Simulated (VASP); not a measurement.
# Bi (P6_3/mmc) in VASP: relaxation of cell and atoms with r2SCAN

Aim: the relaxation of cell and atoms of Bi with r2SCAN.

All numbers are computed with VASP 6.6.1; they aren't measurements. Logs are shortened: lines on timing, memory, paths and dates and some standing lists are left out, and cuts for length are marked.

## 1. The cell of the first run

Symmetry: P6_3/mmc, No. 194, hexagonal system. Conventional cell: a = 3.558 Å, b = 3.558 Å, c = 11.620 Å, α = 90.00°, β = 90.00°, γ = 120.00°. Within 4.7 Å of Bi (site symmetry -3m) lie 12 Bi at 3.56 Å. Within 4.7 Å of Bi (site symmetry -6m2) lie 12 Bi at 3.56 Å.

This isn't the form of Bi at room conditions, which is rhombohedral.

## 2. Relaxation of cell and atoms, r2SCAN

Input file POSCAR:

```
Bi
1.0
    3.5579831475      0.0000000000      0.0000000000
   -1.7789915738      3.0813037920      0.0000000000
    0.0000000000      0.0000000000     11.6203729598
Bi
4
Direct
    0.0000000000      0.0000000000      0.0000000000
    0.0000000000      0.0000000000      0.5000000000
    0.3333333333      0.6666666667      0.2500000000
    0.6666666667      0.3333333333      0.7500000000
```

Input file INCAR.step1:

```
PREC     = Accurate       # precision mode
ENCUT    = 600            # plane-wave cutoff, eV
ISMEAR   = -1             # smearing method
SIGMA    = 0.1            # smearing width, eV
LREAL    = F              # projectors in reciprocal space
LASPH    = T              # aspherical terms in the spheres
NELM     = 80             # most SCF steps
GGA      = PE             # functional
ALGO     = Normal         # electronic algorithm
EDIFF    = 1E-4           # SCF threshold, eV
LWAVE    = T              # write WAVECAR
LCHARG   = F              # write CHGCAR
```

Input file INCAR.step2:

```
PREC     = Accurate       # precision mode
ENCUT    = 600            # plane-wave cutoff, eV
EDIFF    = 1E-6           # SCF threshold, eV
ISMEAR   = -1             # smearing method
SIGMA    = 0.1            # smearing width, eV
LREAL    = F              # projectors in reciprocal space
LASPH    = T              # aspherical terms in the spheres
NELM     = 80             # most SCF steps
ALGO     = Normal         # electronic algorithm
ISIF     = 3              # what is computed and relaxed
LWAVE    = F              # write WAVECAR
LCHARG   = F              # write CHGCAR
METAGGA  = R2SCAN         # meta-GGA
LMIXTAU  = T            
IBRION   = 2              # ionic algorithm
NSW      = 80             # ionic steps
EDIFFG   = -0.01          # ionic threshold
ISTART   = 1
```

Input file KPOINTS:

```
regular mesh
0
Gamma
  10 10 3
```

Potentials or basis: VASP PAW PBE potentials, release 64 (Bi_d).

Command:

```console
> cat potpaw_PBE.64/Bi_d/POTCAR > POTCAR
> cp INCAR.step1 INCAR
> mpirun -np 1 vasp_std > vasp.out
> cp INCAR.step2 INCAR
> mpirun -np 1 vasp_std > vasp.out
```

OUTCAR:

```text
PREC = Accurate
   ENCUT = 600
   EDIFF = 1E-6
   ISMEAR = -1
   LREAL = F
   LASPH = T
   NELM = 80
   ISIF = 3
   METAGGA = R2SCAN
   IBRION = 2
   NSW = 80
   EDIFFG = -0.01
   ISTART = 1

 ion  position               nearest neighbor table
   1  0.000  0.000  0.000-   3 3.56   4 3.56   4 3.56   3 3.56   4 3.56   3 3.56
   2  0.000  0.000  0.500-   3 3.56   4 3.56   4 3.56   3 3.56   4 3.56   3 3.56
   3  0.333  0.667  0.250-   1 3.56   2 3.56   1 3.56   2 3.56   1 3.56   2 3.56
   4  0.667  0.333  0.750-   1 3.56   2 3.56   1 3.56   2 3.56   1 3.56   2 3.56

  LATTYP: Found a hexagonal cell.
 ALAT       =     3.5579831475
 C/A-ratio  =     3.2660000000

  Lattice vectors:

 A1 = (   3.5579831475,   0.0000000000,   0.0000000000)
 A2 = (  -1.7789915738,   3.0813037920,   0.0000000000)
 A3 = (   0.0000000000,   0.0000000000,  11.6203729598)

Analysis of symmetry for initial positions (statically):
=====================================================================
 Subroutine PRICEL returns:
 Original cell was already a primitive cell.

 Routine SETGRP: Setting up the symmetry group for a
 hexagonal supercell.

 Subroutine GETGRP returns: Found 24 space group operations
 (whereof 12 operations were pure point group operations)
 out of a pool of 24 trial point group operations.

The static configuration has the point symmetry D_3d.
 The point group associated with its full space group is D_6h.

Analysis of symmetry for dynamics (positions and initial velocities):
=====================================================================
 Subroutine PRICEL returns:
 Original cell was already a primitive cell.

 Routine SETGRP: Setting up the symmetry group for a
 hexagonal supercell.

 Subroutine GETGRP returns: Found 24 space group operations
 (whereof 12 operations were pure point group operations)
 out of a pool of 24 trial point group operations.

The dynamic configuration has the point symmetry D_3d.
 The point group associated with its full space group is D_6h.

 Subroutine INISYM returns: Found 24 space group operations
 (whereof 12 operations are pure point group operations),
 and found     1 'primitive' translations

----------------------------------------------------------------------------------------

                                     Primitive cell

  volume of cell :     127.3968
[... 93 lines left out ...]
   EDIFF  = 0.1E-05   stopping-criterion for ELM
   LREAL  =      F    real-space projection
   EDIFFG = -.1E-01   stopping-criterion for IOM
   NSW    =     80    number of steps for IOM
   IBRION =      2    ionic relax: 0-MD 1-quasi-New 2-CG
   NFREE  =      1    steps in history (QN), initial steepest desc. (CG)
   ISIF   =      3    stress and relaxation
   ISYM   =      2    0-nonsym 1-usesym 2-fastsym
   POTIM  = 0.5000    time-step for ionic-motion
   TEBEG  =    0.0;   TEEND  =   0.0 temperature during run
   PSTRESS=    0.0 pullay stress
   NELECT =      60.0000    total number of electrons
   NUPDOWN=      -1.0000    fix difference up-down
   EMIN   =  10.00;   EMAX   =-10.00  energy-range for DOS
   EFERMI =   0.00;   METHOD = LEGACY
   ISMEAR =    -1;   SIGMA  =   0.10  broadening in eV -4-tet -1-fermi 0-gaus
   EFERMI_NEDOS =   21; number of points for ismear=-14 and -15
   IALGO  =     38    algorithm
   IMIX   =      4    mixing-type and parameters
     AMIX     =   0.40;   BMIX     =  1.00
     AMIX_MAG =   1.60;   BMIX_MAG =  1.00
  volume/ion in A,a.u.               =      31.85       214.93
  Fermi-wavevector in a.u.,A,eV,Ry     =   1.273715  2.406973 22.073427  1.622351
  Thomas-Fermi vector in A             =   2.406523
   LORBIT       =      0    0 simple, 1 ext, 2 COOP (PROOUT), +10 PAW based schemes
   METAGGA = R2SCAN    functional components
   LHFCALC =     F    Hartree Fock is set to
   AEXX    =    0.0000 exact exchange contribution
   IVDW    =     0    specifies the selected vdW correction
   LEPSILON=     F    determine dielectric tensor
   LRPA    =     F    only Hartree local field effects (RPA)
 conjugate gradient relaxation of ions
 non-spin polarized calculation
  energy-cutoff  :      600.00
  volume of cell :      127.40
 maximum number of plane-waves:      4277
   NGX = 15   NGY = 15   NGZ = 47

--------------------------------------- Ionic step        1  -------------------------------------------

 number of electron      59.9999991 magnetization

 Free energy of the ion-electron system (eV)
  ---------------------------------------------------
  ext. energy  EPLUGINS =         0.00000000
  ---------------------------------------------------
  free energy    TOTEN  =      -232.94403802 eV

  energy without entropy =     -232.86070428  energy(sigma->0) =     -232.90237115

------------------------ aborting loop because EDIFF is reached ----------------------------------------

  FORCE on cell =-STRESS in cart. coord.  units (eV):
  Direction    XX          YY          ZZ          XY          YZ          ZX
  --------------------------------------------------------------------------------------
  -------------------------------------------------------------------------------------
  Total       -1.1745809     -1.1745809     -0.1030613      0.0000000      0.0000000     -0.0000000
  in kB      -14.7718554    -14.7718554     -1.2961279      0.0000000      0.0000000     -0.0000000
  external PRESSURE =     -10.2799462 kB  Pullay stress =       0.0000000 kB
[... 253 lines left out ...]
--------------------------------------- Ionic step        8  -------------------------------------------

 number of electron      59.9999987 magnetization

 Free energy of the ion-electron system (eV)
  ---------------------------------------------------
  ext. energy  EPLUGINS =         0.00000000
  ---------------------------------------------------
  free energy    TOTEN  =      -232.96144379 eV

  energy without entropy =     -232.88404468  energy(sigma->0) =     -232.92274424

 E-fermi :   7.8400     XC(G=0): -11.0616

 val. band max:        7.8347392981   @ k =   0.3000   0.3000   0.3333
 cond. band min:       7.8510394511   @ k =   0.2000   0.2000   0.3333
 fundamental gap:      0.0163001530
 Fermi energy:         7.8399731217

 k-point     1 :       0.0000    0.0000    0.0000
  band No.  band energies     occupation
      1     -15.9750      2.00000
      2     -15.9717      2.00000
      3     -15.9623      2.00000
      4     -15.9623      2.00000
      5     -15.9584      2.00000
      6     -15.9584      2.00000
[... 925 lines left out ...]
     35       9.8512      0.00000
     36      10.3936      0.00000

 [... further k-points ...]
[... 5 lines left out ...]
  --------------------------------------------------------------------------------------
  -------------------------------------------------------------------------------------
  Total       -0.0354264     -0.0354264     -0.0086743      0.0000000      0.0000000      0.0000000
  in kB       -0.4532488     -0.4532488     -0.1109795      0.0000000      0.0000000      0.0000000
  external PRESSURE =      -0.3391591 kB  Pullay stress =       0.0000000 kB
[... 19 lines left out ...]
  FREE ENERGIE OF THE ION-ELECTRON SYSTEM (eV)
  ---------------------------------------------------
  free  energy   TOTEN  =      -232.9614437877 eV

  energy  without entropy=     -232.8840446828  energy(sigma->0) =     -232.92274424

 reached required accuracy - stopping structural energy minimisation
```

OUTCAR.step1:

```text
PREC = Accurate
   ENCUT = 600
   ISMEAR = -1
   LREAL = F
   LASPH = T
[... 1165 lines left out ...]
      0.00000      0.00000      0.00000         0.000000      0.000000      0.000000
      0.00000      0.00000      5.81019         0.000000      0.000000      0.000000
     -0.00000      2.05420      2.90509         0.000000     -0.000000      0.000000
      1.77899      1.02710      8.71528        -0.000000      0.000000     -0.000000
 -----------------------------------------------------------------------------------
    total drift:                                0.000000     -0.000000      0.000000

  FREE ENERGIE OF THE ION-ELECTRON SYSTEM (eV)
  ---------------------------------------------------
  free  energy   TOTEN  =       -14.9655949319 eV

  energy  without entropy=      -14.8776755343  energy(sigma->0) =      -14.92163523
```

It took 53 min on 1 thread of Oxide Virtual Turin-like, shared host; peak memory 0.33 GiB.

What came out:

```
Free energy                           : -232.9614 eV
Relaxed volume                        : 31.31 Å³/atom
Relaxed cell                          : a = 3.508 Å, b = 3.508 Å, c = 11.754 Å, α = 90.00°, β = 90.00°, γ = 120.00°
Space group after relaxing (to 0.1 Å) : P6_3/mmc (No. 194)
Energy gained by relaxing             : 4.4 meV/atom
Ionic steps                           : 8
Pressure after relaxing               : 0.0 GPa
Band gap on the k mesh                : zero (bands 30 and 31 overlap by 6.33 eV)
```

The path:
```csv
step,energy change (eV),largest force (eV/Å),pressure (GPa),volume (Å³)
1,0.0000,0.0000,-1.03,127.40
2,-0.0120,0.0000,0.66,123.66
3,-0.0132,0.0000,0.25,124.50
4,-0.0167,0.0000,0.14,124.80
5,-0.0174,0.0000,0.06,125.03
6,-0.0174,0.0000,0.06,125.01
7,-0.0174,0.0000,0.06,125.00
8,-0.0174,0.0000,-0.03,125.23
```

Final structure:
```yaml
crystal:
  lattice:
    - [3.50752, 0.00000, 0.00000]
    - [-1.75376, 3.03760, 0.00000]
    - [0.00000, 0.00000, 11.75360]
  atoms:
    - { symbol: Bi, position: [0.00000, 0.00000, 0.00000] }
    - { symbol: Bi, position: [0.00000, 0.00000, 0.50000] }
    - { symbol: Bi, position: [0.33333, 0.66667, 0.25000] }
    - { symbol: Bi, position: [0.66667, 0.33333, 0.75000] }
```

Levels at points of the mesh, in eV from the Fermi level:
| k point | band 26 | band 27 | band 28 | band 29 | band 30 | band 31 | band 32 | band 33 | band 34 | band 35 |
| --- | --- | --- | --- | --- | --- | --- | --- | --- | --- | --- |
| (0.00, 0.00, 0.00) | -1.33 | -1.32 | 3.75 | 3.75 | 4.45 | 4.45 | 4.47 | 4.47 | 4.81 | 5.31 |
| (0.50, 0.00, 0.00) | -5.10 | -4.08 | -3.66 | -1.55 | -0.77 | 0.56 | 1.46 | 1.72 | 1.72 | 2.48 |

Caveat: the PAW data sets were made with another functional, which shifts forces and pressure a little; spin-orbit coupling is left out, which moves the levels of the heavy elements.
